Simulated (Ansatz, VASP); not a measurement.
# CaO in VASP and in Ansatz

POSCAR

```
CaO
1.0
    0.0000000000      2.3975473901      2.3975473901
    2.3975473901      0.0000000000      2.3975473901
    2.3975473901      2.3975473901      0.0000000000
Ca O
1 1
Direct
    0.0000000000      0.0000000000      0.0000000000
    0.5000000000      0.5000000000      0.5000000000
```

The input INCAR.step1:

```
  PREC = Accurate
  ENCUT = 1480
  ISMEAR = 0
  SIGMA = 0.01
  LREAL = False
  LASPH = True
  NELM = 120
  NBANDS = 15
  GGA = PE
  ALGO = Normal
  EDIFF = 1E-5
  LWAVE = True
  LCHARG = False
  GGA_COMPAT = False
```

The input INCAR.step2:

```
  PREC = Accurate
  ENCUT = 1480
  EDIFF = 1E-6
  ISMEAR = 0
  SIGMA = 0.01
  LREAL = False
  LASPH = True
  NELM = 120
  ALGO = Normal
  ISIF = 2
  LWAVE = False
  LCHARG = False
  METAGGA = R2SCAN
  LMIXTAU = True
  NBANDS = 15
  ISTART = 1
  GGA_COMPAT = False
```

File KPOINTS:

```
Automatic mesh
0
Gamma
  3 3 3
```

Input for Ansatz:

```yaml
crystal:
  lattice:
    - [0.0, 2.3975473901, 2.3975473901]
    - [2.3975473901, 0.0, 2.3975473901]
    - [2.3975473901, 2.3975473901, 0.0]
  atoms:
    - { symbol: Ca, position: [0.0, 0.0, 0.0] }
    - { symbol: O, position: [0.5, 0.5, 0.5] }
kpoints:
  mp_grid: { grid: [3, 3, 3] }
hamiltonian:
  xc: r2scan
scf:
  occupations: { method: fixed }
  n_extra_bands: 4
output:
  forces: true
  stress: true
  eigenvalues: true
```

Alike in both runs: task single point; functional r2SCAN; k mesh 3 × 3 × 3; no spin polarisation.

|  | VASP | Ansatz |
| --- | --- | --- |
| version | VASP 6.6.1 | Ansatz 0.2.0 |
| potentials or method | VASP PAW PBE potentials, release 64 (Ca_sv, O_h) | plane waves |
| plane-wave cutoff (eV) | 1480 | 500 |
| occupations | gaussian, width 0.01 eV | fixed |
| valence electrons in the cell | 16 | 16 |

|  | VASP | Ansatz | Ansatz less VASP |
| --- | --- | --- | --- |
| gap on the k mesh at the Fermi level (eV) | 4.67 | 4.68 | +0.005 |
| pressure (GPa) | 1.2 | 0.2 | -1.00 |

VASP's potentials were made for PBE, not for r2SCAN.

The k mesh is coarse, so the values compare programs but aren't converged.
